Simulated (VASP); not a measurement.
Here is a VASP 6.6.1 calculation.

File INCAR:

```
PREC = Accurate
ENCUT = 520
EDIFF = 1E-7
ISMEAR = 0
SIGMA = 0.01
LREAL = F
LASPH = T
NELM = 100
ALGO = Normal
ISIF = 2
LWAVE = F
LCHARG = F
GGA = PE
NBANDS = 34
```

KPOINTS

```
Automatic mesh
0
Gamma
  6 6 6
```

File POSCAR:

```
KCdCO3F
1.0
    5.0278216286      0.0000000000      0.0000000000
   -2.5139108143      4.3542212561      0.0000000000
    0.0000000000      0.0000000000      4.3970698057
K Cd C O F
1 1 1 3 1
Direct
    0.0000000000      0.0000000000      0.0000000000
    0.6666666667      0.3333333333      0.5000000000
    0.3333333333      0.6666666667      0.5000000000
    0.1878722204      0.3757444408      0.5000000000
    0.1878722204      0.8121277796      0.5000000000
    0.6242555592      0.8121277796      0.5000000000
    0.6666666667      0.3333333333      0.0000000000
```

Potentials or basis: VASP PAW PBE potentials, release 64 (K_sv, Cd, C, O, F).

Launch:

```console
$ cat potpaw_PBE.64/K_sv/POTCAR potpaw_PBE.64/Cd/POTCAR potpaw_PBE.64/C/POTCAR potpaw_PBE.64/O/POTCAR potpaw_PBE.64/F/POTCAR > POTCAR
$ mpirun -np 1 vasp_std > vasp.out
```

**Question.** Predict the pressure.

**Answer.** 8.0 GPa.

**Question.** Predict the largest force.

**Answer.** 1.932 eV/Å.

**Question.** Predict the band gap on the k mesh.

**Answer.** 2.02 eV.

Stress tensor (GPa, compression positive):
```
9.77 0.00 0.00
0.00 9.77 0.00
0.00 0.00 4.32
```

Caveat: the stress differs along the axes, from 4 to 10 GPa; forces of over 1 eV/Å act on the atoms, so gaps and moduli don't describe the material at rest. PBE gaps usually lie below the measured ones, often by a third to a half.
